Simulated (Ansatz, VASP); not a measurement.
**BaZrO3 in VASP and in Ansatz**

Contents of INCAR:

```
PREC     = Accurate       # precision mode
ENCUT    = 520            # plane-wave cutoff, eV
EDIFF    = 1E-6           # SCF threshold, eV
ISMEAR   = -1             # smearing method
SIGMA    = 0.05           # smearing width, eV
LREAL    = F              # projectors in reciprocal space
LASPH    = T              # aspherical terms in the spheres
NELM     = 100            # most SCF steps
ALGO     = Normal         # electronic algorithm
ISIF     = 2              # what is computed and relaxed
LWAVE    = F              # write WAVECAR
LCHARG   = T              # write CHGCAR
GGA      = PS             # functional
LELF     = T              # ELF
LVHAR    = T            
NBANDS   = 28             # bands
```

KPOINTS

```
Automatic mesh
0
Gamma
  6 6 6
```

The input POSCAR:

```
BaZrO3
1.0
    4.2735440071      0.0000000000      0.0000000000
    0.0000000000      4.2735440071      0.0000000000
    0.0000000000      0.0000000000      4.2735440071
Ba Zr O
1 1 3
Direct
    0.0000000000      0.0000000000      0.0000000000
    0.5000000000      0.5000000000      0.5000000000
    0.5000000000      0.5000000000      0.0000000000
    0.5000000000      0.0000000000      0.5000000000
    0.0000000000      0.5000000000      0.5000000000
```

The input input.yaml:

```yaml
crystal:
  lattice:
    - [4.2735440071, 0.0, 0.0]
    - [0.0, 4.2735440071, 0.0]
    - [0.0, 0.0, 4.2735440071]
  atoms:
    - { symbol: Ba, position: [0.0, 0.0, 0.0] }
    - { symbol: Zr, position: [0.5, 0.5, 0.5] }
    - { symbol: O, position: [0.5, 0.5, 0.0] }
    - { symbol: O, position: [0.5, 0.0, 0.5] }
    - { symbol: O, position: [0.0, 0.5, 0.5] }
hamiltonian:
  xc: pbesol
  pseudopotentials: { kind: paw }
kpoints:
  mp_grid: { grid: [6, 6, 6] }
scf:
  occupations: { method: fermi_dirac, width: 0.05 }
output:
  forces: true
  stress: true
  eigenvalues: true
```

Alike in both runs: task single point; functional PBEsol; k mesh 6 × 6 × 6; occupations fermi-dirac, width 0.05 eV; no spin polarisation.

```csv
,VASP,Ansatz
version,VASP 6.6.1,Ansatz 0.2.0
potentials or method,"VASP PAW PBE potentials, release 64 (Ba_sv, Zr_sv, O)",Ansatz PAW
plane-wave cutoff (eV),520,420
valence electrons in the cell,40,40
```

Ansatz gave:

- gap on the k mesh at the Fermi level (eV): 3.03
- least direct gap on the mesh (eV): 3.28
- pressure (GPa): -9.3

What did VASP give for the same quantities?

gap on the k mesh at the Fermi level (eV): 2.98; least direct gap on the mesh (eV): 3.26; pressure (GPa): -8.4.

VASP's potentials were made for PBE, not for PBEsol. The functional is the same, so the differences come from potentials, cutoffs and numerics.

Spin-orbit coupling is off throughout.
